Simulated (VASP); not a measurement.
# BN (zincblende type) in VASP: a series of runs

Runs on BN (zincblende type). Level: PBE. Tasks: single point.

Everything below comes from runs of VASP 6.6.1. Logs are shortened: lines on timing, memory, paths and dates and some standing lists are left out, and cuts for length are marked.

**1. The cell of the first run**

The structure is tetragonal, space group I-4m2 (No. 119). Conventional cell: a = 2.525 Å, b = 2.525 Å, c = 3.625 Å, α = 90.00°, β = 90.00°, γ = 90.00°. Within 2.1 Å of B (site symmetry -4m2) lie 4 N at 1.55 Å. N (site symmetry -4m2) has 4 B at 1.55 Å within 2.1 Å.

**2. Single point, PBE (x and y stretched by -1.5 %, z held)**

INCAR

```
SYSTEM = BN
ALGO     = Normal         ! electronic algorithm
EDIFF    = 1E-6           ! SCF threshold, eV
ENCUT    = 600            ! plane-wave cutoff, eV
GGA      = PE             ! functional
GGA_COMPAT= .False.      
ISIF     = 2              ! what is computed and relaxed
ISMEAR   = -1             ! smearing method
LASPH    = .True.         ! aspherical terms in the spheres
LCHARG   = .False.        ! write CHGCAR
LREAL    = .False.        ! projectors in reciprocal space
LWAVE    = .False.        ! write WAVECAR
NBANDS   = 11             ! bands
NELM     = 120            ! most SCF steps
PREC     = Accurate       ! precision mode
SIGMA    = 0.03           ! smearing width, eV
```

KPOINTS

```
k-points
0
Gamma
  16 16 16
  0 0 0
```

POSCAR

```
BN
1.0
    0.0000000000      1.7851678744      1.8123531719
    1.7851678744      0.0000000000      1.8123531719
    1.7851678744      1.7851678744      0.0000000000
B N
1 1
Direct
    0.0000000000      0.0000000000      0.0000000000
    0.2500000000      0.2500000000      0.2500000000
```

Potentials or basis: VASP PAW PBE potentials, release 64 (B, N).

Launch:

```console
cat potpaw_PBE.64/B/POTCAR potpaw_PBE.64/N/POTCAR > POTCAR
mpirun -np 1 vasp_std > vasp.out
```

OUTCAR:

```text
SYSTEM = BN
   EDIFF = 1E-6
   ENCUT = 600
   GGA = PE
   ISIF = 2
   ISMEAR = -1
   LASPH = .True.
   LREAL = .False.
   NELM = 120
   PREC = Accurate

 ion  position               nearest neighbor table
   1  0.000  0.000  0.000-   2 1.55   2 1.55   2 1.55   2 1.55
   2  0.250  0.250  0.250-   1 1.55   1 1.55   1 1.55   1 1.55

  LATTYP: Found a body centered tetragonal cell.
 ALAT       =     2.5246086191
 C/A-ratio  =     1.4357498095

  Lattice vectors:

 A1 = (  -1.7851678744,   0.0000000000,   1.8123531719)
 A2 = (   1.7851678744,   0.0000000000,   1.8123531719)
 A3 = (   0.0000000000,   1.7851678744,  -1.8123531719)

Analysis of symmetry for initial positions (statically):
=====================================================================
 Subroutine PRICEL returns:
 Original cell was already a primitive cell.

 Routine SETGRP: Setting up the symmetry group for a
 body centered tetragonal supercell.

 Subroutine GETGRP returns: Found  8 space group operations
 (whereof  8 operations were pure point group operations)
 out of a pool of 16 trial point group operations.

The static configuration has the point symmetry D_2d.

Analysis of symmetry for dynamics (positions and initial velocities):
=====================================================================
 Subroutine PRICEL returns:
 Original cell was already a primitive cell.

 Routine SETGRP: Setting up the symmetry group for a
 body centered tetragonal supercell.

 Subroutine GETGRP returns: Found  8 space group operations
 (whereof  8 operations were pure point group operations)
 out of a pool of 16 trial point group operations.

The dynamic configuration has the point symmetry D_2d.

 Subroutine INISYM returns: Found  8 space group operations
 (whereof  8 operations are pure point group operations),
 and found     1 'primitive' translations

----------------------------------------------------------------------------------------

                                     Primitive cell

  volume of cell :      11.5513

  direct lattice vectors                    reciprocal lattice vectors
     0.000000000  1.785167874  1.812353172    -0.280085704  0.280085704  0.275884418
     1.785167874  0.000000000  1.812353172     0.280085704 -0.280085704  0.275884418
     1.785167874  1.785167874  0.000000000     0.280085704  0.280085704 -0.275884418

  length of vectors
     2.543904157  2.543904157  2.524608619     0.482709244  0.482709244  0.482709244

[... 86 lines left out ...]
   ISIF   =      2    stress and relaxation
   ISYM   =      2    0-nonsym 1-usesym 2-fastsym
   POTIM  = 0.5000    time-step for ionic-motion
   TEBEG  =    0.0;   TEEND  =   0.0 temperature during run
   PSTRESS=    0.0 pullay stress
   NELECT =       8.0000    total number of electrons
   NUPDOWN=      -1.0000    fix difference up-down
   EMIN   =  10.00;   EMAX   =-10.00  energy-range for DOS
   EFERMI =   0.00;   METHOD = LEGACY
   ISMEAR =    -1;   SIGMA  =   0.03  broadening in eV -4-tet -1-fermi 0-gaus
   EFERMI_NEDOS =   21; number of points for ismear=-14 and -15
   IALGO  =     38    algorithm
   IMIX   =      4    mixing-type and parameters
     AMIX     =   0.40;   BMIX     =  1.00
     AMIX_MAG =   1.60;   BMIX_MAG =  1.00
  volume/ion in A,a.u.               =       5.78        38.98
  Fermi-wavevector in a.u.,A,eV,Ry     =   1.448420  2.737117 28.543941  2.097920
  Thomas-Fermi vector in A             =   2.566263
   LORBIT       =      0    0 simple, 1 ext, 2 COOP (PROOUT), +10 PAW based schemes
   GGA     = PE    functional components
   LHFCALC =     F    Hartree Fock is set to
   AEXX    =    0.0000 exact exchange contribution
   IVDW    =     0    specifies the selected vdW correction
   LEPSILON=     F    determine dielectric tensor
   LRPA    =     F    only Hartree local field effects (RPA)
 non-spin polarized calculation
  energy-cutoff  :      600.00
  volume of cell :       11.55
 maximum number of plane-waves:       395
   NGX = 11   NGY = 11   NGZ =  9

 number of electron       7.9999998 magnetization

 Free energy of the ion-electron system (eV)
  ---------------------------------------------------
  ext. energy  EPLUGINS =         0.00000000
  ---------------------------------------------------
  free energy    TOTEN  =       -17.43718864 eV

  energy without entropy =      -17.43718864  energy(sigma->0) =      -17.43718864

 E-fermi :   8.3570     XC(G=0): -12.9324

 val. band max:        7.7308286701   @ k =   0.0000   0.0000   0.0000
 cond. band min:      12.0734547784   @ k =   0.5000   0.0000   0.5000
 fundamental gap:      4.3426261083
 Fermi energy:         8.3569606361

 k-point     1 :       0.0000    0.0000    0.0000
  band No.  band energies     occupation
      1     -12.8064      2.00000
      2       7.5754      2.00000
      3       7.7308      2.00000
      4       7.7308      2.00000
      5      16.5705      0.00000
      6      16.5705      0.00000
      7      16.6788      0.00000
      8      18.3905      0.00000
      9      32.8523      0.00000
     10      35.2893      0.00000
     11      35.8093      0.00000
[... 309 lines left out ...]
 k-point    24 :      -0.0625    0.0625    0.0000
  band No.  band energies     occupation
      1     -12.5460      2.00000
      2       6.5562      2.00000
      3       6.9403      2.00000
      4       7.6421      2.00000
      5      16.7715      0.00000
      6      16.7881      0.00000
      7      17.4422      0.00000
      8      19.1556      0.00000
      9      32.1454      0.00000
     10      32.4920      0.00000
     11      34.4161      0.00000

 [... further k-points ...]

------------------------ aborting loop because EDIFF is reached ----------------------------------------

  FORCE on cell =-STRESS in cart. coord.  units (eV):
  Direction    XX          YY          ZZ          XY          YZ          ZX
  --------------------------------------------------------------------------------------
  -------------------------------------------------------------------------------------
  Total        1.0921698      1.0921698      0.3929754      0.0000000      0.0000000      0.0000000
  in kB      151.4850494    151.4850494     54.5060914      0.0000000      0.0000000      0.0000000
  external PRESSURE =     119.1587301 kB  Pullay stress =       0.0000000 kB

 VOLUME and BASIS-vectors are now :
 -----------------------------------------------------------------------------
  energy-cutoff  :      600.00
  volume of cell :       11.55
      direct lattice vectors                 reciprocal lattice vectors
     0.000000000  1.785167874  1.812353172    -0.280085704  0.280085704  0.275884418
     1.785167874  0.000000000  1.812353172     0.280085704 -0.280085704  0.275884418
     1.785167874  1.785167874  0.000000000     0.280085704  0.280085704 -0.275884418

 POSITION                                       TOTAL-FORCE (eV/Angst)
 -----------------------------------------------------------------------------------
      0.00000      0.00000      0.00000        -0.000000     -0.000000     -0.000000
      0.89258      0.89258      0.90618         0.000000      0.000000      0.000000
 -----------------------------------------------------------------------------------
    total drift:                               -0.000000     -0.000000      0.000001

  FREE ENERGIE OF THE ION-ELECTRON SYSTEM (eV)
  ---------------------------------------------------
  free  energy   TOTEN  =       -17.4371886378 eV

  energy  without entropy=      -17.4371886378  energy(sigma->0) =      -17.43718864
```

OSZICAR:

```text
N       E                     dE             d eps       ncg     rms          rms(c)
DAV:   1     0.162907787824E+02    0.16291E+02   -0.54706E+03  7806   0.817E+02
DAV:   2    -0.177749172121E+02   -0.34066E+02   -0.33001E+02  9153   0.194E+02
DAV:   3    -0.184374236064E+02   -0.66251E+00   -0.66126E+00  9151   0.227E+01
DAV:   4    -0.184382730705E+02   -0.84946E-03   -0.84945E-03  8263   0.900E-01
DAV:   5    -0.184382738400E+02   -0.76950E-06   -0.76946E-06  9037   0.273E-02    0.681E+00
DAV:   6    -0.175308847880E+02    0.90739E+00   -0.29089E+00  8498   0.105E+01    0.332E+00
DAV:   7    -0.174518269410E+02    0.79058E-01   -0.11366E-01  8768   0.279E+00    0.194E+00
DAV:   8    -0.174368967106E+02    0.14930E-01   -0.36844E-02  8534   0.141E+00    0.205E-01
DAV:   9    -0.174370978955E+02   -0.20118E-03   -0.90753E-04  8137   0.266E-01    0.860E-02
DAV:  10    -0.174371837037E+02   -0.85808E-04   -0.12083E-04  8487   0.996E-02    0.156E-02
DAV:  11    -0.174371885864E+02   -0.48826E-05   -0.82063E-06  8798   0.242E-02    0.104E-02
DAV:  12    -0.174371886378E+02   -0.51405E-07   -0.13638E-06  4883   0.874E-03
   1 F= -.17437189E+02 E0= -.17437189E+02  d E =-.713445E-12
```

It took 60 s on 1 thread of Intel Xeon 8259CL, shared host; peak memory 0.16 GiB.

What came out:

| Property | Result |
| --- | --- |
| Free energy | -17.4372 eV |
| Pressure | 11.9 GPa |
| Band gap on the k mesh | 4.34 eV, indirect (least direct gap 8.84 eV) |

Caveat: the cell differs from its parent crystal (x and y stretched by -1.5 %, z held). A k mesh can miss the band edges.

**3. Single point, PBE (equal xy, yz and zx shear strains of -1 %)**

INCAR

```
  ALGO = Normal
  EDIFF = 1E-6
  ENCUT = 600
  GGA = PE
  GGA_COMPAT = F
  ISIF = 2
  ISMEAR = -1
  LASPH = T
  LCHARG = T
  LELF = T
  LREAL = F
  LVHAR = T
  LWAVE = F
  NBANDS = 11
  NELM = 120
  PREC = Accurate
  SIGMA = 0.03
```

KPOINTS

```
k-points
0
Gamma
  16 16 16
```

POSCAR

```
BN
1.0
   -0.0181235317      1.8032914061      1.8032914061
    1.8032914061     -0.0181235317      1.8032914061
    1.8032914061      1.8032914061     -0.0181235317
B N
1 1
Direct
    0.0000000000      0.0000000000      0.0000000000
    0.2500000000      0.2500000000      0.2500000000
```

Potentials or basis: VASP PAW PBE potentials, release 64 (B, N).

Launch:

```console
cat potpaw_PBE.64/B/POTCAR potpaw_PBE.64/N/POTCAR > POTCAR
mpirun -np 1 vasp_std > vasp.out
```

OUTCAR:

```text
EDIFF = 1E-6
   ENCUT = 600
   GGA = PE
   ISIF = 2
   ISMEAR = -1
   LASPH = T
   LREAL = F
   NELM = 120
   PREC = Accurate

 ion  position               nearest neighbor table
   1  0.000  0.000  0.000-   2 1.55   2 1.57   2 1.57   2 1.57
   2  0.250  0.250  0.250-   1 1.55   1 1.57   1 1.57   1 1.57

  LATTYP: Found a trigonal (rhomboedric) cell.
 ALAT       =     2.5503035610
 COS(alpha) =     0.4899250057

  Lattice vectors:

 A1 = (  -0.0181235317,   1.8032914061,   1.8032914061)
 A2 = (   1.8032914061,  -0.0181235317,   1.8032914061)
 A3 = (   1.8032914061,   1.8032914061,  -0.0181235317)

Analysis of symmetry for initial positions (statically):
=====================================================================
 Subroutine PRICEL returns:
 Original cell was already a primitive cell.

 Routine SETGRP: Setting up the symmetry group for a
 trigonal (rhombohedral) supercell.

 Subroutine GETGRP returns: Found  6 space group operations
 (whereof  6 operations were pure point group operations)
 out of a pool of 12 trial point group operations.

The static configuration has the point symmetry C_3v.

Analysis of symmetry for dynamics (positions and initial velocities):
=====================================================================
 Subroutine PRICEL returns:
 Original cell was already a primitive cell.

 Routine SETGRP: Setting up the symmetry group for a
 trigonal (rhombohedral) supercell.

 Subroutine GETGRP returns: Found  6 space group operations
 (whereof  6 operations were pure point group operations)
 out of a pool of 12 trial point group operations.

The dynamic configuration has the point symmetry C_3v.

 Subroutine INISYM returns: Found  6 space group operations
 (whereof  6 operations are pure point group operations),
 and found     1 'primitive' translations
[... 117 lines left out ...]
  Fermi-wavevector in a.u.,A,eV,Ry     =   1.433935  2.709745 27.975897  2.056170
  Thomas-Fermi vector in A             =   2.553399
   LORBIT       =      0    0 simple, 1 ext, 2 COOP (PROOUT), +10 PAW based schemes
   GGA     = PE    functional components
   LHFCALC =     F    Hartree Fock is set to
   AEXX    =    0.0000 exact exchange contribution
   IVDW    =     0    specifies the selected vdW correction
   LEPSILON=     F    determine dielectric tensor
   LRPA    =     F    only Hartree local field effects (RPA)
 non-spin polarized calculation
  energy-cutoff  :      600.00
  volume of cell :       11.90
 maximum number of plane-waves:       406
   NGX = 11   NGY = 11   NGZ = 11

 number of electron       7.9999999 magnetization

 Free energy of the ion-electron system (eV)
  ---------------------------------------------------
  ext. energy  EPLUGINS =         0.00000000
  ---------------------------------------------------
  free energy    TOTEN  =       -17.44958867 eV

  energy without entropy =      -17.44958867  energy(sigma->0) =      -17.44958867

 E-fermi :   7.8926     XC(G=0): -12.7828

 val. band max:        7.3381037127   @ k =   0.0000   0.0000   0.0000
 cond. band min:      11.7498127177   @ k =   0.5000   0.5000  -0.0000
 fundamental gap:      4.4117090049
 Fermi energy:         7.8925506645

 k-point     1 :       0.0000    0.0000    0.0000
  band No.  band energies     occupation
      1     -12.8365      2.00000
      2       7.2874      2.00000
      3       7.2874      2.00000
      4       7.3381      2.00000
      5      15.9540      0.00000
      6      15.9540      0.00000
      7      16.2593      0.00000
      8      17.6261      0.00000
      9      31.9073      0.00000
     10      34.9782      0.00000
     11      34.9782      0.00000
[... 309 lines left out ...]
 k-point    24 :      -0.0625    0.0625    0.0000
  band No.  band energies     occupation
      1     -12.5878      2.00000
      2       6.1624      2.00000
      3       6.6662      2.00000
      4       7.2245      2.00000
      5      16.1862      0.00000
      6      16.3641      0.00000
      7      16.8975      0.00000
      8      18.2788      0.00000
      9      31.2862      0.00000
     10      31.6990      0.00000
     11      33.4883      0.00000

 [... further k-points ...]

------------------------ aborting loop because EDIFF is reached ----------------------------------------

  FORCE on cell =-STRESS in cart. coord.  units (eV):
  Direction    XX          YY          ZZ          XY          YZ          ZX
  --------------------------------------------------------------------------------------
  -------------------------------------------------------------------------------------
  Total        0.0075911      0.0075911      0.0075911      0.3344061      0.3344061      0.3344061
  in kB        1.0216166      1.0216166      1.0216166     45.0048185     45.0048185     45.0048185
  external PRESSURE =       1.0216166 kB  Pullay stress =       0.0000000 kB

 VOLUME and BASIS-vectors are now :
 -----------------------------------------------------------------------------
  energy-cutoff  :      600.00
  volume of cell :       11.90
      direct lattice vectors                 reciprocal lattice vectors
    -0.018123532  1.803291406  1.803291406    -0.273125435  0.275898282  0.275898282
     1.803291406 -0.018123532  1.803291406     0.275898282 -0.273125435  0.275898282
     1.803291406  1.803291406 -0.018123532     0.275898282  0.275898282 -0.273125435

 POSITION                                       TOTAL-FORCE (eV/Angst)
 -----------------------------------------------------------------------------------
      0.00000      0.00000      0.00000        -0.021703     -0.021703     -0.021703
      0.89711      0.89711      0.89711         0.021703      0.021703      0.021703
 -----------------------------------------------------------------------------------
    total drift:                               -0.000014     -0.000014     -0.000014

  FREE ENERGIE OF THE ION-ELECTRON SYSTEM (eV)
  ---------------------------------------------------
  free  energy   TOTEN  =       -17.4495886652 eV

  energy  without entropy=      -17.4495886652  energy(sigma->0) =      -17.44958867
```

It took 83 s on 1 thread of Intel Xeon 8259CL, shared host; peak memory 0.17 GiB.

What came out:

| Item | Value |
| --- | --- |
| Free energy | -17.4496 eV |
| Pressure | 0.1 GPa |
| Largest force | 0.038 eV/Å |
| Band gap on the k mesh | 4.41 eV, indirect (least direct gap 8.62 eV) |

Forces in eV/Å, atoms in the order of the input:
```
B   -0.022 -0.022 -0.022
N    0.022  0.022  0.022
```

Levels at points of the mesh, in eV from the valence-band top:
```csv
k point,band 1,band 2,band 3,band 4,band 5,band 6,band 7,band 8
"(0.00, 0.00, 0.00)",-20.17,-0.05,-0.05,0.00,8.62,8.62,8.92,10.29
"(0.50, 0.00, 0.00)",-16.04,-10.66,-1.93,-1.91,10.05,10.52,10.86,15.13
"(0.50, 0.50, 0.00)",-14.64,-8.90,-4.99,-4.80,4.41,9.16,17.75,17.75
"(0.50, 0.50, 0.50)",-15.87,-10.61,-2.07,-2.07,9.74,10.52,10.52,15.18
```

Caveat: the cell differs from its parent crystal (equal xy, yz and zx shear strains of -1 %). A k mesh can miss the band edges.
